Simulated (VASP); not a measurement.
Input of a VASP 6.6.1 run:

Contents of INCAR:

```
  PREC = Accurate
  ENCUT = 520
  EDIFF = 1E-6
  ISMEAR = 0
  SIGMA = 0.01
  LREAL = F
  LASPH = T
  NELM = 100
  ALGO = Normal
  ISIF = 2
  LWAVE = F
  LCHARG = F
  GGA = PE
  NBANDS = 9
```

Contents of KPOINTS:

```
regular mesh
0
Gamma
  6 6 6
```

POSCAR

```
LiH
1.0
    2.4153249301      0.0000000000      0.0000000000
    0.0000000000      2.4153249301      0.0000000000
    0.0000000000      0.0000000000      2.4153249301
Li H
1 1
Direct
    0.0000000000      0.0000000000      0.0000000000
    0.5000000000      0.5000000000      0.5000000000
```

Potentials or basis: VASP PAW PBE potentials, release 64 (Li_sv, H).

Launch:

```console
$ cat potpaw_PBE.64/Li_sv/POTCAR potpaw_PBE.64/H/POTCAR > POTCAR
$ mpirun -np 1 vasp_std > vasp.out
```

Q: Estimate the band gap on the k mesh.

A: 0.69 eV, indirect (least direct gap 4.28 eV).

Caveat: the k points lie up to 0.43 Å⁻¹ apart. A k mesh can miss the band edges.
